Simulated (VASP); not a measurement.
Here is a VASP 6.6.1 calculation.

The input INCAR:

```
PREC     = Accurate       # precision mode
ENCUT    = 520            # plane-wave cutoff, eV
EDIFF    = 1E-7           # SCF threshold, eV
ISMEAR   = 0              # smearing method
SIGMA    = 0.15           # smearing width, eV
LREAL    = False          # projectors in reciprocal space
LASPH    = True           # aspherical terms in the spheres
NELM     = 80             # most SCF steps
ALGO     = Normal         # electronic algorithm
ISIF     = 2              # what is computed and relaxed
LWAVE    = False          # write WAVECAR
LCHARG   = True           # write CHGCAR
GGA      = PS             # functional
LELF     = True           # ELF
LVHAR    = True         
NBANDS   = 16             # bands
```

File KPOINTS:

```
Automatic mesh
0
Gamma
  24 24 22
```

The input POSCAR:

```
WC
1.0
    3.1302867604      0.0000000000      0.0000000000
   -1.5651433802      2.7109078556      0.0000000000
    0.0000000000      0.0000000000      2.6014029513
W C
1 1
Direct
    0.0000000000      0.0000000000      0.0000000000
    0.6666666667      0.3333333333      0.5000000000
```

Potentials or basis: VASP PAW PBE potentials, release 64 (W_sv, C).

Run with:

```sh
$ cat potpaw_PBE.64/W_sv/POTCAR potpaw_PBE.64/C/POTCAR > POTCAR
$ mpirun -np 1 vasp_std > vasp.out
```

(1) Predict the pressure.

(2) Predict the band gap on the k mesh.

Results:

(1) -10.3 GPa.

(2) zero (bands 9 and 10 overlap by 2.40 eV).

Caveat: the cell differs from its parent crystal (strain +0.080 along x and y, -0.080 along z); the cell stands under tension; the PAW data sets were made with another functional, which shifts forces and pressure a little; spin-orbit coupling is left out, which moves the levels of the heavy elements.
